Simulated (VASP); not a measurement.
Mg3H:

```
Mg H
1.0
     5.65693    0.00000    0.00000
    -2.82847    4.89905    0.00000
     0.00000    0.00000    4.54056
Mg H
6 2
Direct
  0.83300 0.66600 0.25000
  0.16700 0.83300 0.75000
  0.33400 0.16700 0.25000
  0.16700 0.33400 0.75000
  0.83300 0.16700 0.25000
  0.66600 0.83300 0.75000
  0.33333 0.66667 0.25000
  0.66667 0.33333 0.75000
```

| Property | Result |
| --- | --- |
| Program | VASP 6.6.1 |
| Task | relaxation of cell and atoms |
| Functional | PBE |
| Potentials or basis | VASP PAW PBE potentials, release 64 (Mg, H) |
| Cutoff | 600 eV |
| k mesh | 6 × 6 × 4 |
| Occupations | gaussian, width 0.1 eV |
| Spin | no spin polarisation |

At the start: pressure 11.0 GPa; volume 15.73 Å³/atom.

How do energy, volume and symmetry change on relaxing?

Over 10 steps the energy falls by 143.0 meV/atom and the volume is 19.83 Å³/atom (+26.1 %); space group P6_3/mmc (No. 194, to 0.05 Å).

The path:
| step | energy change (eV) | largest force (eV/Å) | pressure (GPa) | volume (Å³) |
| --- | --- | --- | --- | --- |
| 1 | 0.0000 | 0.5981 | 11.04 | 125.84 |
| 2 | -0.9466 | 0.0406 | 2.54 | 146.58 |
| 3 | -1.0459 | 0.0862 | 0.44 | 155.30 |
| 4 | -1.0532 | 0.1214 | -0.19 | 158.46 |
| 5 | -1.0531 | 0.1286 | -0.32 | 159.16 |
| 6 | -1.0986 | 0.1204 | -0.25 | 159.08 |
| 7 | -1.1293 | 0.0629 | 0.17 | 158.53 |
| 8 | -1.1410 | 0.0958 | -0.04 | 158.79 |
| 9 | -1.1412 | 0.0927 | -0.02 | 158.76 |
| 10 | -1.1436 | 0.0168 | 0.00 | 158.66 |

Final structure:
```yaml
crystal:
  lattice:
    - [5.89629, 0.00000, 0.00000]
    - [-2.94814, 5.10633, 0.00000]
    - [0.00000, 0.00000, 5.26970]
  atoms:
    - { symbol: Mg, position: [0.83085, 0.66170, 0.25000] }
    - { symbol: Mg, position: [0.16915, 0.83085, 0.75000] }
    - { symbol: Mg, position: [0.33830, 0.16915, 0.25000] }
    - { symbol: Mg, position: [0.16915, 0.33830, 0.75000] }
    - { symbol: Mg, position: [0.83085, 0.16915, 0.25000] }
    - { symbol: Mg, position: [0.66170, 0.83085, 0.75000] }
    - { symbol: H, position: [0.33333, 0.66667, 0.25000] }
    - { symbol: H, position: [0.66667, 0.33333, 0.75000] }
```

Caveat: the volume moved by over 15 % at a fixed basis, so the end points are rough.
